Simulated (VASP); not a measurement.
# W (P6_3/mmc) in VASP: a series of runs

W is run at these levels: PBE; tasks: relaxation of cell and atoms, single point.

Everything below comes from runs of VASP 6.6.1. Logs are shortened: lines on timing, memory, paths and dates and some standing lists are left out, and cuts for length are marked.

## 1. The cell of the first run

It takes space group P6_3/mmc (No. 194, hexagonal). Conventional cell: a = 2.779 Å, b = 2.779 Å, c = 4.949 Å, α = 90.00°, β = 90.00°, γ = 120.00°. Within 3.7 Å of W (site symmetry -6m2) lie 12 W at 2.78 to 2.95 Å.

## 2. Relaxation of cell and atoms, PBE

Contents of INCAR:

```
SYSTEM = W
PREC = Accurate ; ENCUT = 600
EDIFF = 1E-6 ; ISMEAR = 0
SIGMA = 0.1 ; LREAL = .FALSE.
LASPH = .TRUE. ; NELM = 100
ALGO = Fast ; ISIF = 3
LWAVE = .FALSE. ; LCHARG = .FALSE.
GGA = PE ; IBRION = 2
NSW = 100 ; EDIFFG = -0.01
```

Contents of KPOINTS:

```
Automatic mesh
0
G
  18 18 8
  0 0 0
```

Contents of POSCAR:

```
W
1.0
    2.7791526978      0.0000000000      0.0000000000
   -1.3895763489      2.4068168373      0.0000000000
    0.0000000000      0.0000000000      4.9491745730
W
2
Direct
    0.3333333333      0.6666666667      0.2500000000
    0.6666666667      0.3333333333      0.7500000000
```

Potentials or basis: VASP PAW PBE potentials, release 64 (W_sv).

The run is started by

```sh
$ cat potpaw_PBE.64/W_sv/POTCAR > POTCAR
$ mpirun -np 1 vasp_std > vasp.out
```

OUTCAR:

```text
SYSTEM = W
   PREC = Accurate
   ENCUT = 600
   EDIFF = 1E-6
   ISMEAR = 0
   LREAL = .FALSE.
   LASPH = .TRUE.
   NELM = 100
   ISIF = 3
   GGA = PE
   IBRION = 2
   NSW = 100
   EDIFFG = -0.01

 ion  position               nearest neighbor table
   1  0.333  0.667  0.250-   2 2.95   2 2.95   2 2.95   2 2.95   2 2.95   2 2.95
   2  0.667  0.333  0.750-   1 2.95   1 2.95   1 2.95   1 2.95   1 2.95   1 2.95

  LATTYP: Found a hexagonal cell.
 ALAT       =     2.7791526978
 C/A-ratio  =     1.7808213910

  Lattice vectors:

 A1 = (   2.7791526978,   0.0000000000,   0.0000000000)
 A2 = (  -1.3895763489,   2.4068168373,   0.0000000000)
 A3 = (   0.0000000000,   0.0000000000,   4.9491745730)

Analysis of symmetry for initial positions (statically):
=====================================================================
 Subroutine PRICEL returns:
 Original cell was already a primitive cell.

 Routine SETGRP: Setting up the symmetry group for a
 hexagonal supercell.

 Subroutine GETGRP returns: Found 24 space group operations
 (whereof 12 operations were pure point group operations)
 out of a pool of 24 trial point group operations.

The static configuration has the point symmetry D_3d.
 The point group associated with its full space group is D_6h.

Analysis of symmetry for dynamics (positions and initial velocities):
=====================================================================
 Subroutine PRICEL returns:
 Original cell was already a primitive cell.

 Routine SETGRP: Setting up the symmetry group for a
 hexagonal supercell.

 Subroutine GETGRP returns: Found 24 space group operations
 (whereof 12 operations were pure point group operations)
 out of a pool of 24 trial point group operations.

The dynamic configuration has the point symmetry D_3d.
 The point group associated with its full space group is D_6h.

 Subroutine INISYM returns: Found 24 space group operations
 (whereof 12 operations are pure point group operations),
 and found     1 'primitive' translations

----------------------------------------------------------------------------------------

                                     Primitive cell

  volume of cell :      33.1046

  direct lattice vectors                    reciprocal lattice vectors
     2.779152698  0.000000000  0.000000000     0.359821899  0.207743270  0.000000000
    -1.389576349  2.406816837  0.000000000     0.000000000  0.415486540  0.000000000
     0.000000000  0.000000000  4.949174573     0.000000000  0.000000000  0.202053895

  length of vectors
     2.779152698  2.779152698  4.949174573     0.415486540  0.415486540  0.202053895

  position of ions in fractional coordinates (direct lattice)
     0.333333333  0.666666667  0.250000000
     0.666666667  0.333333333  0.750000000

  ion indices of the primitive-cell ions
   primitive index   ion index
                 1           1
                 2           2

----------------------------------------------------------------------------------------

 KPOINTS: Automatic mesh

Automatic generation of k-mesh.
 Grid dimensions read from file:
 generate k-points for:   18   18    8

 Generating k-lattice:

  Cartesian coordinates                     Fractional coordinates (reciprocal lattice)
     0.019990105  0.011541293  0.000000000     0.055555556  0.000000000  0.000000000
     0.000000000  0.023082586  0.000000000     0.000000000  0.055555556  0.000000000
     0.000000000  0.000000000  0.025256737     0.000000000  0.000000000  0.125000000

  Length of vectors
     0.023082586  0.023082586  0.025256737

  Shift w.r.t. Gamma in fractional coordinates (k-lattice)
     0.000000000  0.000000000  0.000000000

 Subroutine IBZKPT returns following result:
 ===========================================

 Found    185 irreducible k-points:

 Following reciprocal coordinates:
            Coordinates               Weight
  0.000000  0.000000  0.000000      1.000000
  0.055556  0.000000  0.000000      6.000000
  0.111111  0.000000  0.000000      6.000000
  0.166667  0.000000  0.000000      6.000000
  0.222222  0.000000  0.000000      6.000000
  0.277778  0.000000  0.000000      6.000000
[... 16 lines left out ...]
  0.333333  0.111111  0.000000     12.000000
  0.388889  0.111111  0.000000     12.000000
 [... further k-points ...]
   k-points           NKPTS =    185   k-points in BZ     NKDIM =    185   number of bands    NBANDS=     18
   number of dos      NEDOS =    301   number of ions     NIONS =      2
   total plane-waves  NPLWV =  23040
   dimension x,y,z NGX =    24 NGY =   24 NGZ =   40
   dimension x,y,z NGXF=    48 NGYF=   48 NGZF=   80
   ions per type =               2
   NGX,Y,Z   is equivalent  to a cutoff of  14.36, 14.36, 13.44 a.u.
   NGXF,Y,Z  is equivalent  to a cutoff of  28.71, 28.71, 26.87 a.u.
 SYSTEM =  W
   PREC   = accura    normal or accurate (medium, high low for compatibility)
   ISTART =      0    job   : 0-new  1-cont  2-samecut
   ICHARG =      2    charge: 1-file 2-atom 10-const
   ISPIN  =      1    spin polarized calculation?
   LNONCOLLINEAR =      F non collinear calculations
   LSORBIT =      F    spin-orbit coupling
   LASPH  =      T    aspherical Exc in radial PAW
   ENCUT  =  600.0 eV  44.10 Ry    6.64 a.u.   5.55  5.55  9.88*2*pi/ulx,y,z
   NELM   =    100;   NELMIN=  2; NELMDL= -5     # of ELM steps
   EDIFF  = 0.1E-05   stopping-criterion for ELM
   LREAL  =      F    real-space projection
   EDIFFG = -.1E-01   stopping-criterion for IOM
   NSW    =    100    number of steps for IOM
   IBRION =      2    ionic relax: 0-MD 1-quasi-New 2-CG
   NFREE  =      1    steps in history (QN), initial steepest desc. (CG)
   ISIF   =      3    stress and relaxation
   ISYM   =      2    0-nonsym 1-usesym 2-fastsym
   POTIM  = 0.5000    time-step for ionic-motion
   TEBEG  =    0.0;   TEEND  =   0.0 temperature during run
   PSTRESS=    0.0 pullay stress
   NELECT =      28.0000    total number of electrons
   NUPDOWN=      -1.0000    fix difference up-down
   EMIN   =  10.00;   EMAX   =-10.00  energy-range for DOS
   EFERMI =   0.00;   METHOD = LEGACY
   ISMEAR =     0;   SIGMA  =   0.10  broadening in eV -4-tet -1-fermi 0-gaus
   EFERMI_NEDOS =   21; number of points for ismear=-14 and -15
   IALGO  =     68    algorithm
   IMIX   =      4    mixing-type and parameters
     AMIX     =   0.40;   BMIX     =  1.00
     AMIX_MAG =   1.60;   BMIX_MAG =  1.00
  volume/ion in A,a.u.               =      16.55       111.70
  Fermi-wavevector in a.u.,A,eV,Ry     =   1.548216  2.925703 32.612777  2.396971
  Thomas-Fermi vector in A             =   2.653198
   LORBIT       =      0    0 simple, 1 ext, 2 COOP (PROOUT), +10 PAW based schemes
   GGA     = PE    functional components
   LHFCALC =     F    Hartree Fock is set to
   AEXX    =    0.0000 exact exchange contribution
   IVDW    =     0    specifies the selected vdW correction
   LEPSILON=     F    determine dielectric tensor
   LRPA    =     F    only Hartree local field effects (RPA)
 conjugate gradient relaxation of ions
 non-spin polarized calculation
 RMM-DIIS sequential band-by-band and
 Gauss-broadening in eV      SIGMA  =   0.10
  energy-cutoff  :      600.00
  volume of cell :       33.10
 maximum number of plane-waves:      1130
 NGX is ok and might be reduce to    24
   NGX = 11   NGY = 11   NGZ = 19

--------------------------------------- Ionic step        1  -------------------------------------------

 number of electron      28.0000002 magnetization

 Free energy of the ion-electron system (eV)
  ---------------------------------------------------
  ext. energy  EPLUGINS =         0.00000000
  ---------------------------------------------------
  free energy    TOTEN  =       -24.91036628 eV

  energy without entropy =      -24.89874354  energy(sigma->0) =      -24.90455491

------------------------ aborting loop because EDIFF is reached ----------------------------------------

  FORCE on cell =-STRESS in cart. coord.  units (eV):
  Direction    XX          YY          ZZ          XY          YZ          ZX
  --------------------------------------------------------------------------------------
  -------------------------------------------------------------------------------------
  Total        0.0002892      0.0002892      0.0664041      0.0000000      0.0000000      0.0000000
  in kB        0.0139971      0.0139971      3.2137887      0.0000000      0.0000000      0.0000000
  external PRESSURE =       1.0805943 kB  Pullay stress =       0.0000000 kB

 VOLUME and BASIS-vectors are now :
 -----------------------------------------------------------------------------
  energy-cutoff  :      600.00
  volume of cell :       33.10
      direct lattice vectors                 reciprocal lattice vectors
     2.779152698  0.000000000  0.000000000     0.359821899  0.207743270  0.000000000
    -1.389576349  2.406816837  0.000000000     0.000000000  0.415486540  0.000000000
     0.000000000  0.000000000  4.949174573     0.000000000  0.000000000  0.202053895
[... 145 lines left out ...]
 POSITION                                       TOTAL-FORCE (eV/Angst)
 -----------------------------------------------------------------------------------
     -0.00000      1.60420      1.23846         0.000000     -0.000000      0.000000
      1.38928      0.80210      3.71537        -0.000000      0.000000      0.000000
 -----------------------------------------------------------------------------------
    total drift:                               -0.000000      0.000000     -0.000000

  FREE ENERGIE OF THE ION-ELECTRON SYSTEM (eV)
  ---------------------------------------------------
  free  energy   TOTEN  =       -24.9103933464 eV

  energy  without entropy=      -24.8988010582  energy(sigma->0) =      -24.90459720

--------------------------------------- Ionic step        6  -------------------------------------------

 number of electron      28.0000002 magnetization

 Free energy of the ion-electron system (eV)
  ---------------------------------------------------
  ext. energy  EPLUGINS =         0.00000000
  ---------------------------------------------------
  free energy    TOTEN  =       -24.91039123 eV

  energy without entropy =      -24.89879684  energy(sigma->0) =      -24.90459403

 E-fermi :  10.4436     XC(G=0): -13.3762

 val. band max:       10.4322493824   @ k =   0.2778   0.2778   0.0000
 cond. band min:      10.4449263386   @ k =   0.3889   0.0000   0.3750
 fundamental gap:      0.0126769562
 Fermi energy:        10.4436218910

 k-point     1 :       0.0000    0.0000    0.0000
  band No.  band energies     occupation
      1     -63.3328      2.00000
      2     -63.2647      2.00000
      3     -28.0345      2.00000
      4     -27.1507      2.00000
      5     -26.9568      2.00000
      6     -26.9568      2.00000
[... 10 lines left out ...]
     17      12.4548      0.00000
     18      12.4548      0.00000
[... 463 lines left out ...]
 k-point    24 :       0.3889    0.1111    0.0000
  band No.  band energies     occupation
      1     -63.2117      2.00000
      2     -63.1893      2.00000
      3     -28.0094      2.00000
      4     -27.8940      2.00000
      5     -27.5754      2.00000
      6     -27.3249      2.00000
[... 10 lines left out ...]
     17      14.5953      0.00000
     18      15.2485      0.00000

 [... further k-points ...]
[... 5 lines left out ...]
  --------------------------------------------------------------------------------------
  -------------------------------------------------------------------------------------
  Total       -0.0030957     -0.0030957     -0.0087583      0.0000000      0.0000000      0.0000000
  in kB       -0.1497245     -0.1497245     -0.4236036      0.0000000      0.0000000      0.0000000
  external PRESSURE =      -0.2410176 kB  Pullay stress =       0.0000000 kB

 VOLUME and BASIS-vectors are now :
 -----------------------------------------------------------------------------
  energy-cutoff  :      600.00
  volume of cell :       33.13
      direct lattice vectors                 reciprocal lattice vectors
     2.778902600 -0.000000000 -0.000000000     0.359854282  0.207761967 -0.000000000
    -1.389451300  2.406600246  0.000000000     0.000000000  0.415523933 -0.000000000
     0.000000000  0.000000000  4.953294679     0.000000000 -0.000000000  0.201885828

 POSITION                                       TOTAL-FORCE (eV/Angst)
 -----------------------------------------------------------------------------------
     -0.00000      1.60440      1.23832        -0.000000      0.000000      0.000000
      1.38945      0.80220      3.71497         0.000000     -0.000000      0.000000
 -----------------------------------------------------------------------------------
    total drift:                               -0.000000      0.000000     -0.000000

  FREE ENERGIE OF THE ION-ELECTRON SYSTEM (eV)
  ---------------------------------------------------
  free  energy   TOTEN  =       -24.9103912290 eV

  energy  without entropy=      -24.8987968370  energy(sigma->0) =      -24.90459403

 reached required accuracy - stopping structural energy minimisation
```

Wall time 3.3 min (1 thread of AMD EPYC 9R45 (Zen 5), shared host); peak memory 0.22 GiB.

What came out:

| Property | Result |
| --- | --- |
| Free energy | -24.9104 eV |
| Relaxed volume | 16.56 Å³/atom |
| Relaxed cell | a = 2.779 Å, b = 2.779 Å, c = 4.953 Å, α = 90.00°, β = 90.00°, γ = 120.00° |
| Space group after relaxing (to 0.05 Å) | P6_3/mmc (No. 194) |
| Energy gained by relaxing | 0.0 meV/atom |
| Ionic steps | 6 |
| Pressure after relaxing | 0.0 GPa |
| Band gap on the k mesh | zero (band 14 reaches 11.69 eV, above the bottom of band 15 at 10.07 eV) |

Final structure:
```
W
1.0
     2.77890    0.00000    0.00000
    -1.38945    2.40660    0.00000
     0.00000    0.00000    4.95329
W
2
Direct
  0.33333 0.66667 0.25000
  0.66667 0.33333 0.75000
```

Caveat: spin-orbit coupling is left out, which moves the levels of the heavy elements.

## 3. Single point, PBE

This run uses another cell than the first one, of 16.60 Å³/atom, 1.003 times its volume.

Contents of INCAR:

```
  PREC = Accurate
  ENCUT = 520
  EDIFF = 1E-6
  ISMEAR = 0
  SIGMA = 0.1
  LREAL = False
  LASPH = True
  NELM = 100
  ALGO = Normal
  ISIF = 2
  LWAVE = False
  LCHARG = False
  GGA = PE
  NBANDS = 21
```

Contents of KPOINTS:

```
Automatic mesh
0
Gamma
  6 6 4
```

Contents of POSCAR:

```
W
1.0
    2.7775190306      0.0000000000      0.0000000000
   -1.3887595153      2.4054020400      0.0000000000
    0.0000000000      0.0000000000      4.9680110596
W
2
Direct
    0.3333333333      0.6666666667      0.2500000000
    0.6666666667      0.3333333333      0.7500000000
```

Potentials or basis: VASP PAW PBE potentials, release 64 (W_sv).

The run is started by

```sh
$ cat potpaw_PBE.64/W_sv/POTCAR > POTCAR
$ mpirun -np 1 vasp_std > vasp.out
```

OUTCAR:

```text
PREC = Accurate
   ENCUT = 520
   EDIFF = 1E-6
   ISMEAR = 0
   LREAL = False
   LASPH = True
   NELM = 100
   ISIF = 2
   GGA = PE

 ion  position               nearest neighbor table
   1  0.333  0.667  0.250-   2 2.96   2 2.96   2 2.96   2 2.96   2 2.96   2 2.96
   2  0.667  0.333  0.750-   1 2.96   1 2.96   1 2.96   1 2.96   1 2.96   1 2.96

  LATTYP: Found a hexagonal cell.
 ALAT       =     2.7775190306
 C/A-ratio  =     1.7886505924

  Lattice vectors:

[... 687 lines left out ...]

------------------------ aborting loop because EDIFF is reached ----------------------------------------

  FORCE on cell =-STRESS in cart. coord.  units (eV):
  Direction    XX          YY          ZZ          XY          YZ          ZX
  --------------------------------------------------------------------------------------
  -------------------------------------------------------------------------------------
  Total        0.0815490      0.0815490      0.0608952      0.0000000      0.0000000      0.0000000
  in kB        3.9364256      3.9364256      2.9394532      0.0000000      0.0000000      0.0000000
  external PRESSURE =       3.6041014 kB  Pullay stress =       0.0000000 kB

 VOLUME and BASIS-vectors are now :
 -----------------------------------------------------------------------------
  energy-cutoff  :      520.00
  volume of cell :       33.19
      direct lattice vectors                 reciprocal lattice vectors
     2.777519031  0.000000000  0.000000000     0.360033537  0.207865459  0.000000000
    -1.388759515  2.405402040  0.000000000     0.000000000  0.415730919  0.000000000
     0.000000000  0.000000000  4.968011060     0.000000000  0.000000000  0.201287797

 POSITION                                       TOTAL-FORCE (eV/Angst)
 -----------------------------------------------------------------------------------
     -0.00000      1.60360      1.24200         0.000000      0.000000      0.000000
      1.38876      0.80180      3.72601        -0.000000     -0.000000      0.000000
 -----------------------------------------------------------------------------------
    total drift:                                0.000000     -0.000000      0.000000

  FREE ENERGIE OF THE ION-ELECTRON SYSTEM (eV)
  ---------------------------------------------------
  free  energy   TOTEN  =       -24.9213008022 eV

  energy  without entropy=      -24.9124948888  energy(sigma->0) =      -24.91689785
```

stdout:

```text
POSCAR found type information on POSCAR W
 POSCAR found :  1 types and       2 ions
 scaLAPACK will be used
 LDA part: xc-table for (Slater+PW92), standard interpolation
 POSCAR, INCAR and KPOINTS ok, starting setup
 FFT: planning ... GRIDC
 FFT: planning ... GRID_SOFT
 FFT: planning ... GRID
 WAVECAR not read
 entering main loop
```

It took 9.1 s on 1 thread of AMD EPYC 7R13 (Zen 3), shared host; peak memory 0.13 GiB.

Results:

* Free energy: -24.9213 eV
* Pressure: 0.4 GPa
* Band gap on the k mesh: zero (band 14 reaches 11.66 eV, above the bottom of band 15 at 10.04 eV)

Caveat: the k points lie up to 0.44 Å⁻¹ apart; spin-orbit coupling is left out, which moves the levels of the heavy elements.

## 4. Single point, PBE

Contents of INCAR:

```
SYSTEM = W
PREC = Accurate
ENCUT = 520
EDIFF = 1E-7
ISMEAR = 0
SIGMA = 0.1
LREAL = .False.
LASPH = .True.
NELM = 80
ALGO = Normal
ISIF = 2
LWAVE = .False.
LCHARG = .True.
GGA = PE
LELF = .True.
LVHAR = .True.
NBANDS = 21
```

Contents of KPOINTS:

```
Automatic mesh
0
Gamma
  9 9 4
  0 0 0
```

Contents of POSCAR:

```
W
1.0
    2.7791526978      0.0000000000      0.0000000000
   -1.3895763489      2.4068168373      0.0000000000
    0.0000000000      0.0000000000      4.9491745730
W
2
Direct
    0.3333333333      0.6666666667      0.2500000000
    0.6666666667      0.3333333333      0.7500000000
```

The run is started by

```sh
$ cat potpaw_PBE.64/W_sv/POTCAR > POTCAR
$ mpirun -np 1 vasp_std > vasp.out
```

Wall time 18 s (1 thread of AMD EPYC 7R13 (Zen 3), shared host); peak memory 0.14 GiB.

Results (log left out):

| Quantity | Value |
| --- | --- |
| Free energy | -24.9139 eV |
| Pressure | 0.5 GPa |
| Band gap on the k mesh | zero (band 14 reaches 11.52 eV, above the bottom of band 15 at 10.08 eV) |

Stress tensor (GPa, compression positive):
```
0.62 0.00 0.00
0.00 0.62 0.00
0.00 0.00 0.32
```

Levels at points of the mesh, in eV from the Fermi level:
```csv
k point,band 10,band 11,band 12,band 13,band 14,band 15,band 16,band 17,band 18,band 19
"(0.00, 0.00, 0.00)",-5.80,-1.60,-0.37,-0.37,-0.23,0.20,0.20,2.06,2.06,4.31
"(0.00, 0.00, 0.50)",-7.04,-2.05,-2.05,-0.32,-0.32,-0.32,-0.32,3.54,3.54,3.54
```

Caveat: spin-orbit coupling is left out, which moves the levels of the heavy elements.

## 5. Overview

```tsv
task	cell	k mesh	cutoff (eV)	gap on the mesh (eV)	pressure (GPa)
relaxation of cell and atoms	relaxed from a = 2.779, b = 2.779, c = 4.949 Å, angles 90.0, 90.0, 120.0°, 2 atoms	18 × 18 × 8	600	none	0.0
single point	a = 2.778, b = 2.778, c = 4.968 Å, angles 90.0, 90.0, 120.0°, 2 atoms	6 × 6 × 4	520	none	0.4
single point	a = 2.779, b = 2.779, c = 4.949 Å, angles 90.0, 90.0, 120.0°, 2 atoms	9 × 9 × 4	520	none	0.5
```

Alike in all rows: level PBE; potentials or basis VASP PAW PBE potentials, release 64 (W_sv); no spin polarisation; smearing gaussian 0.1 eV.

Caveats: some runs use coarse meshes; spin-orbit coupling is left out, which moves the levels of the heavy elements.

Total energies depend on the potentials used, so only differences within one code and one set of settings carry meaning.
